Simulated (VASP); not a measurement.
Write the native input for VASP 6.6.1 that does the following.

| Property | Result |
| --- | --- |
| Task | single point |
| Functional | PBE |
| Potentials or basis | VASP PAW PBE potentials, release 64 (Al, N) |
| Cutoff | 520 eV |
| k mesh | 8 × 6 × 4 |
| Occupations | gaussian, width 0.05 eV |
| Spin | no spin polarisation |
| Dipole correction | no |
| Further INCAR settings | ALGO = Normal; EDIFF = 1e-06; NBANDS = 26 |

The structure of AlN lies in POSCAR:

```
AlN
1.0
   -3.3134793387      0.0000000000      0.0000000000
    0.0000000000      0.0000000000     -4.1875902400
    0.0000000000     -5.7391145645      0.0000000000
Al N
4 4
Direct
    0.5222123009      0.2192556071      0.1666666667
   -0.0222123009      0.2192556071      0.6666666667
    0.0222123009      0.7192556071      0.3333333333
    0.4777876991      0.7192556071      0.8333333333
    0.5214016404      0.8092226044      0.1666666667
   -0.0214016404      0.8092226044      0.6666666667
    0.0214016404      0.3092226044      0.3333333333
    0.4785983596      0.3092226044      0.8333333333
```

This cell differs from its parent crystal: mode 4 frozen in at -0.074 Å and mode 5 at -0.248 Å (largest displacements).

The input as run:

INCAR

```
SYSTEM = AlN
ALGO     = Normal         ! electronic algorithm
EDIFF    = 1E-6           ! SCF threshold, eV
ENCUT    = 520            ! plane-wave cutoff, eV
GGA      = PE             ! functional
ISIF     = 2              ! what is computed and relaxed
ISMEAR   = 0              ! smearing method
LASPH    = .True.         ! aspherical terms in the spheres
LCHARG   = .False.        ! write CHGCAR
LREAL    = .False.        ! projectors in reciprocal space
LWAVE    = .False.        ! write WAVECAR
NBANDS   = 26             ! bands
NELM     = 100            ! most SCF steps
PREC     = Accurate       ! precision mode
SIGMA    = 0.05           ! smearing width, eV
```

KPOINTS

```
k-points
0
Gamma
  8 6 4
  0 0 0
```

Potentials or basis: VASP PAW PBE potentials, release 64 (Al, N).

Command:

```bash
$ cat potpaw_PBE.64/Al/POTCAR potpaw_PBE.64/N/POTCAR > POTCAR
$ mpirun -np 1 vasp_std > vasp.out
```

Results of the run:

The pressure is 14.6 GPa, the largest force is 3.439 eV/Å and the band gap on the k mesh is 3.79 eV.

Caveat: the cell differs from its parent crystal (mode 4 frozen in at -0.074 Å and mode 5 at -0.248 Å (largest displacements)); forces of over 1 eV/Å act on the atoms, so gaps and moduli don't describe the material at rest.

It took 68 s on 1 thread of Intel(R) Xeon(R) Platinum 8488C (Sapphire Rapids), on a shared host, peak memory 0.24 GiB.
